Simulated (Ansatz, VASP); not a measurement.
## KMgH3 in VASP and in Ansatz

```
CELL_PARAMETERS angstrom
3.82375 0.00000 0.00000
0.00000 3.82375 0.00000
0.00000 0.00000 4.22625
ATOMIC_POSITIONS crystal
K 0.00000 0.00000 0.00000
Mg 0.50000 0.50000 0.50000
H 0.00000 0.50000 0.50000
H 0.50000 0.00000 0.50000
H 0.50000 0.50000 0.00000
```

Change from the starting cell: strain -0.050 along x and y, +0.050 along z, atoms carried along.

Alike in both runs: task single point; functional LDA; k mesh 8 × 8 × 8; occupations gaussian, width 0.05 eV; no spin polarisation.

|  | VASP | Ansatz |
| --- | --- | --- |
| version | VASP 6.6.1 | Ansatz 0.2.0 |
| potentials or method | VASP PAW LDA potentials, release 64 (K_sv, Mg, H), cutoff 520 eV | scalar-relativistic, plane waves, PAW |
| valence electrons in the cell | 14 | 22 |

|  | VASP | Ansatz | Ansatz less VASP |
| --- | --- | --- | --- |
| gap on the k mesh at the Fermi level (eV) | 2.22 | 2.22 | -0.001 |
| least direct gap on the mesh (eV) | 4.36 | 4.35 | -0.004 |
| pressure (GPa) | -1.0 | -0.8 | +0.24 |
| traceless stress, the component that is largest in VASP (GPa) | -3.59 | -3.57 | +0.020 |

LDA's correlation is that of Perdew and Zunger in VASP and of Perdew and Wang (1992) in Ansatz. VASP's potentials hold 14 valence electrons a cell and Ansatz's 22, so a difference there can come from the potentials and not from the codes.
